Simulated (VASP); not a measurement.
# KBr (Fm-3m) in VASP: a series of runs, part 2 of 2

VASP 6.6.1.

**3. Dielectric tensor, PBE**

This run uses another cell than the first one, of 36.02 Å³/atom.

Input file INCAR:

```
PREC = Accurate ; ENCUT = 520
EDIFF = 1E-8 ; ISMEAR = 0
SIGMA = 0.01 ; LREAL = F
LASPH = T ; NELM = 80
ALGO = Normal ; ISIF = 2
LWAVE = F ; LCHARG = F
GGA = PE ; LEPSILON = T
```

Input file KPOINTS:

```
Automatic mesh
0
Gamma
  6 6 6
```

Input file POSCAR:

```
KBr
1.0
    0.0000000000      3.3024387198      3.3024387198
    3.3024387198      0.0000000000      3.3024387198
    3.3024387198      3.3024387198      0.0000000000
K Br
1 1
Direct
    0.0000000000      0.0000000000      0.0000000000
    0.5000000000      0.5000000000      0.5000000000
```

Potentials or basis: VASP PAW PBE potentials, release 64 (K_sv, Br).

Started as:

```sh
cat potpaw_PBE.64/K_sv/POTCAR potpaw_PBE.64/Br/POTCAR > POTCAR
mpirun -np 1 vasp_std > vasp.out
```

OUTCAR:

```text
PREC = Accurate
   ENCUT = 520
   EDIFF = 1E-8
   ISMEAR = 0
   LREAL = F
   LASPH = T
   NELM = 80
   ISIF = 2
   GGA = PE
   LEPSILON = T

 ion  position               nearest neighbor table
   1  0.000  0.000  0.000-
   2  0.500  0.500  0.500-

  LATTYP: Found a face centered cubic cell.
 ALAT       =     6.6048774396

  Lattice vectors:

 A1 = (   0.0000000000,   3.3024387198,   3.3024387198)
 A2 = (   3.3024387198,   0.0000000000,   3.3024387198)
 A3 = (   3.3024387198,   3.3024387198,   0.0000000000)

Analysis of symmetry for initial positions (statically):
=====================================================================
 Subroutine PRICEL returns:
 Original cell was already a primitive cell.

 Routine SETGRP: Setting up the symmetry group for a
 face centered cubic supercell.

 Subroutine GETGRP returns: Found 48 space group operations
 (whereof 48 operations were pure point group operations)
 out of a pool of 48 trial point group operations.

The static configuration has the point symmetry O_h .

Analysis of symmetry for dynamics (positions and initial velocities):
=====================================================================
 Subroutine PRICEL returns:
 Original cell was already a primitive cell.

 Routine SETGRP: Setting up the symmetry group for a
 face centered cubic supercell.

 Subroutine GETGRP returns: Found 48 space group operations
 (whereof 48 operations were pure point group operations)
 out of a pool of 48 trial point group operations.

The dynamic configuration has the point symmetry O_h .

 Subroutine INISYM returns: Found 48 space group operations
 (whereof 48 operations are pure point group operations),
 and found     1 'primitive' translations
[... 402 lines left out ...]

  energy  without entropy=       -6.2158253028  energy(sigma->0) =       -6.21582530

 HEAD OF MICROSCOPIC STATIC DIELECTRIC TENSOR (INDEPENDENT PARTICLE, excluding Hartree and local field effects)
 ------------------------------------------------------
           2.820483     0.000000     0.000000
           0.000000     2.820483     0.000000
          -0.000000     0.000000     2.820483
 ------------------------------------------------------

 Free energy of the ion-electron system (eV)
  ---------------------------------------------------
  ---------------------------------------------------
  free energy    TOTEN  =        -0.35798126 eV

  energy without entropy =       -0.35798126

------------------------ aborting loop because EDIFF is reached ----------------------------------------

--------------------------------------- Ionic step        2  -------------------------------------------

------------------------ aborting loop because EDIFF is reached ----------------------------------------

--------------------------------------- Ionic step        3  -------------------------------------------

 Free energy of the ion-electron system (eV)
  ---------------------------------------------------
  ---------------------------------------------------
  free energy    TOTEN  =        -0.35798149 eV

  energy without entropy =       -0.35798149

------------------------ aborting loop because EDIFF is reached ----------------------------------------

 PIEZOELECTRIC TENSOR FIELD DIRECTION 3  (e Angst)
 -----------------------------------------------------------------------------
    -0.00008  0.00000 -0.00000           (  0.00000  0.00000 -0.00000)
     0.00000 -0.00008  0.00000           (  0.00000  0.00000  0.00000)
    -0.00000  0.00000 -0.00090           ( -0.00000  0.00000  0.00001)

 PIEZOELECTRIC TENSOR FIELD DIRECTION 3  (C/m^2)
 -----------------------------------------------------------------------------
    -0.00002  0.00000 -0.00000
     0.00000 -0.00002  0.00000
    -0.00000  0.00000 -0.00020

 MACROSCOPIC STATIC DIELECTRIC TENSOR (including local field effects in DFT)
 ------------------------------------------------------
           2.550349     0.000000    -0.000000
           0.000000     2.550349     0.000000
           0.000000     0.000000     2.550349
 ------------------------------------------------------

 PIEZOELECTRIC TENSOR (including local field effects)  for field in x, y, z        (e  Angst)
          XX          YY          ZZ          XY          YZ          ZX
  --------------------------------------------------------------------------------
  x     0.00000     0.00000     0.00000     0.00000     0.00000     0.00000
  y     0.00000     0.00000     0.00000     0.00000     0.00000     0.00000
  z     0.00000     0.00000     0.00000     0.00000     0.00000     0.00000

 PIEZOELECTRIC TENSOR (including local field effects)  for field in x, y, z        (C/m^2)
          XX          YY          ZZ          XY          YZ          ZX
  --------------------------------------------------------------------------------
  x     0.00000     0.00000     0.00000     0.00000     0.00000     0.00000
  y     0.00000     0.00000     0.00000     0.00000     0.00000     0.00000
  z     0.00000     0.00000     0.00000     0.00000     0.00000     0.00000

 BORN EFFECTIVE CHARGES (including local field effects) (in |e|, cummulative output)
 ---------------------------------------------------------------------------------
 ion    1
    1     1.12958     0.00000     0.00000
    2     0.00000     1.12958    -0.00000
    3     0.00000     0.00000     1.12958
 ion    2
    1    -1.12958    -0.00000     0.00000
    2    -0.00000    -1.12958     0.00000
    3    -0.00000     0.00000    -1.12958
```

OSZICAR:

```text
N       E                     dE             d eps       ncg     rms          rms(c)
DAV:   1     0.105402205047E+03    0.10540E+03   -0.70762E+03   384   0.117E+03
DAV:   2     0.684781271337E+00   -0.10472E+03   -0.97629E+02   464   0.268E+02
DAV:   3    -0.614055007316E+01   -0.68253E+01   -0.67881E+01   492   0.624E+01
[... 11 lines left out ...]
RMM:   6    -0.356707114513E+00   -0.23046E-02   -0.15187E-03  1606   0.186E-01    0.265E-02
RMM:   7    -0.357540654180E+00   -0.83354E-03   -0.27241E-04  1567   0.821E-02    0.175E-02
RMM:   8    -0.357936152338E+00   -0.39550E-03   -0.97362E-05  1592   0.441E-02    0.700E-03
RMM:   9    -0.357982297924E+00   -0.46146E-04   -0.62412E-05  1597   0.235E-02    0.126E-03
RMM:  10    -0.357981296173E+00    0.10018E-05   -0.33368E-05  1729   0.105E-02    0.139E-03
RMM:  11    -0.357981354884E+00   -0.58710E-07   -0.23644E-05  1687   0.407E-03    0.157E-03
RMM:  12    -0.357981489218E+00   -0.13433E-06   -0.46516E-06  1669   0.198E-03    0.148E-03
```

Run time: 8.7 min. Hardware: 1 thread of Intel Xeon 8259CL, shared host; peak memory 0.27 GiB.

What came out:

- Band gap on the k mesh: 4.43 eV
- Electronic dielectric tensor (diagonal): 2.55
- Born charges (mean of the diagonal): K +1.13; Br -1.13 e

Electronic dielectric tensor:
```
2.55 0.00 0.00
0.00 2.55 0.00
0.00 0.00 2.55
```

Born effective charge tensors (e):
atom 1, K
```
1.13 0.00 0.00
0.00 1.13 0.00
0.00 0.00 1.13
```
atom 2, Br
```
-1.13  0.00  0.00
 0.00 -1.13  0.00
 0.00  0.00 -1.13
```
